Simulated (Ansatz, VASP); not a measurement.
Two plane-wave programs on CdTe

The input POSCAR:

```
CdTe
1.0
    0.0000000000      3.1395734784      3.1395734784
    3.1395734784      0.0000000000      3.1395734784
    3.1395734784      3.1395734784      0.0000000000
Te Cd
1 1
Direct
    0.7500000000      0.7500000000      0.7500000000
    0.0000000000      0.0000000000      0.0000000000
```

The input INCAR.step1:

```
SYSTEM = CdTe
PREC = Accurate ; ENCUT = 520
ISMEAR = -1 ; SIGMA = 0.05
LREAL = .False. ; LASPH = .True.
NELM = 150 ; LNONCOLLINEAR = .True.
MAGMOM = 0 0 0 0 0 0 ; LSORBIT = .True.
GGA_COMPAT = .False. ; NBANDS = 30
GGA = PE ; ALGO = Normal
EDIFF = 1E-4 ; LWAVE = .True.
LCHARG = .False.
```

Contents of INCAR.step2:

```
SYSTEM = CdTe
PREC = Accurate ; ENCUT = 520
EDIFF = 1E-6 ; ISMEAR = -1
SIGMA = 0.05 ; LREAL = .False.
LASPH = .True. ; NELM = 150
ALGO = Normal ; ISIF = 2
LWAVE = .False. ; LCHARG = .False.
LNONCOLLINEAR = .True. ; MAGMOM = 0 0 0 0 0 0
LORBIT = 11 ; LSORBIT = .True.
GGA_COMPAT = .False. ; LORBMOM = .True.
METAGGA = R2SCAN ; LMIXTAU = .True.
NBANDS = 30 ; ISTART = 1
```

The input KPOINTS:

```
regular mesh
0
Gamma
  7 7 7
  0 0 0
```

The input input.yaml:

```yaml
crystal:
  lattice:
    - [0.0, 3.1395734784, 3.1395734784]
    - [3.1395734784, 0.0, 3.1395734784]
    - [3.1395734784, 3.1395734784, 0.0]
  atoms:
    - { symbol: Te, position: [0.75, 0.75, 0.75] }
    - { symbol: Cd, position: [0.0, 0.0, 0.0] }
hamiltonian:
  xc: r2scan
  pseudopotentials: { kind: paw_fr }
magnetization:
  noncollinear: true
  spin_orbit: true
kpoints:
  mp_grid: { grid: [7, 7, 7] }
scf:
  occupations: { method: fermi_dirac, width: 0.05 }
output:
  forces: true
  stress: true
  eigenvalues: true
```

Alike in both runs: task single point; functional r2SCAN; k mesh 7 × 7 × 7; occupations fermi-dirac, width 0.05 eV; non-collinear spin, spin-orbit coupling.

```csv
,VASP,Ansatz
version,VASP 6.6.1,Ansatz 0.2.0
potentials or method,"VASP PAW PBE potentials, release 64 (Te, Cd)",Ansatz PAW
plane-wave cutoff (eV),520,500
valence electrons in the cell,18,36
```

```csv
,VASP,Ansatz,Ansatz less VASP
pressure (GPa),7.3,7.1,-0.22
net moment per atom (μB),0.00,0.00,0.000
```

VASP's potentials were made for PBE, not for r2SCAN. The functional is the same, so the differences come from potentials, cutoffs and numerics. VASP's potentials hold 18 valence electrons a cell and Ansatz's 36, so a difference there can come from the potentials and not from the codes.

Noted on Ansatz's run: odd divisions of the mesh miss points on the zone boundary, where band edges often lie, so the gap on the mesh can be too wide.
